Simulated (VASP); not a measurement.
Write the native input for VASP 6.6.1 that does the following.

```yaml
Task: single point
Functional: PBE
Potentials_or_basis: VASP PAW PBE potentials, release 64 (Ti_sv, Si, Mo_sv)
Cutoff: 520 eV
k_mesh: 10 × 10 × 8
Occupations: gaussian, width 0.1 eV
Spin: no spin polarisation
Dipole_correction: no
Further_INCAR_settings: ALGO = Normal; EDIFF = 1e-06; NBANDS = 30
```

The structure of TiSi4Mo lies in POSCAR:

```
TiSi4Mo
1.0
    2.2868842783     -4.0108779817      0.0000000000
    2.2868842783      4.0108779817      0.0000000000
    0.0000000000      0.0000000000      4.5431848462
Ti Si Mo
1 4 1
Direct
    0.0000000000      0.0000000000      0.0000000000
    0.3302316939      0.6697683061      0.0000000000
    0.8346695411      0.1653304589      0.5000000000
    0.6697683061      0.3302316939      0.0000000000
    0.1653304589      0.8346695411      0.5000000000
    0.5000000000      0.5000000000      0.5000000000
```

One way to write it, as run:

INCAR

```
PREC = Accurate ; ENCUT = 520
EDIFF = 1E-6 ; ISMEAR = 0
SIGMA = 0.1 ; LREAL = False
LASPH = True ; NELM = 60
ALGO = Normal ; ISIF = 2
LWAVE = False ; LCHARG = False
GGA = PE ; NBANDS = 30
```

KPOINTS

```
Automatic mesh
0
Gamma
  10 10 8
```

Potentials or basis: VASP PAW PBE potentials, release 64 (Ti_sv, Si, Mo_sv).

Run with:

```sh
$ cat potpaw_PBE.64/Ti_sv/POTCAR potpaw_PBE.64/Si/POTCAR potpaw_PBE.64/Mo_sv/POTCAR > POTCAR
$ mpirun -np 1 vasp_std > vasp.out
```

It gave:

```yaml
Pressure: 0.1 GPa
Band_gap_on_the_k_mesh: zero (band 21 reaches 11.38 eV, above the bottom of band 22 at 9.93 eV)
```

It took 5.7 min on 1 thread of Intel(R) Xeon(R) Platinum 8259CL CPU @ 2.50GHz (Skylake/Cascade Lake) (shared host), peak memory 0.48 GiB.
